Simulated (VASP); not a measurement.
Here is a VASP 6.6.1 calculation.

File INCAR:

```
ALGO = Normal
EDIFF = 1E-7
ENCUT = 520
GGA = PE
ISIF = 2
ISMEAR = 0
LASPH = T
LCHARG = F
LREAL = F
LWAVE = F
NBANDS = 18
NELM = 60
PREC = Accurate
SIGMA = 0.1
```

The input KPOINTS:

```
k-points
0
Gamma
  12 12 12
```

Contents of POSCAR:

```
BiTe
1.0
    0.0000000000      3.1737234164      3.1737234164
    3.1737234164      0.0000000000      3.1737234164
    3.1737234164      3.1737234164      0.0000000000
Bi Te
1 1
Direct
    0.0000000000      0.0000000000      0.0000000000
    0.5000000000      0.5000000000      0.5000000000
```

Potentials or basis: VASP PAW PBE potentials, release 64 (Bi_d, Te).

Command:

```bash
$ cat potpaw_PBE.64/Bi_d/POTCAR potpaw_PBE.64/Te/POTCAR > POTCAR
$ mpirun -np 1 vasp_std > vasp.out
```

(1) Estimate the band gap on the k mesh.

(2) Estimate the pressure.

## Answers

(1) zero (an odd number of electrons rules out a gap without spin polarisation).

(2) 4.0 GPa.

Caveat: the cell stands under pressure; spin-orbit coupling is left out, which moves the levels of the heavy elements.
